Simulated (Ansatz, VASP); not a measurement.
SrO: VASP beside Ansatz

```
CELL_PARAMETERS angstrom
4.29000 0.00000 0.00000
-2.14500 3.71525 0.00000
0.00000 0.00000 5.18326
ATOMIC_POSITIONS crystal
Sr 0.33333 0.66667 0.93784
Sr 0.66667 0.33333 0.43784
O 0.33333 0.66667 0.43716
O 0.66667 0.33333 0.93716
```

Alike in both runs: functional PBE; k mesh 6 × 6 × 6; occupations gaussian, width 0.02 eV; no spin polarisation.

Ansatz relaxed the structure, and its values are those at the end. VASP's run is a single point on that final structure, the one shown.

|  | VASP | Ansatz |
| --- | --- | --- |
| version | VASP 6.6.1 | Ansatz 0.2.0 |
| potentials or method | VASP PAW PBE potentials, release 64 (Sr_sv, O), cutoff 520 eV | scalar-relativistic, plane waves, PAW |
| valence electrons in the cell | 32 | 32 |

|  | VASP | Ansatz | Ansatz less VASP |
| --- | --- | --- | --- |
| gap on the k mesh at the Fermi level (eV) | 2.59 | 2.61 | +0.018 |
| least direct gap on the mesh (eV) | 2.59 | 2.61 | +0.018 |
| pressure (GPa) | 0.4 | 0.0 | -0.42 |
| rms of the force components (eV/Å) | 0.004 | 0.004 | -0.0003 |

The functional is the same, so the differences come from potentials, cutoffs and numerics.
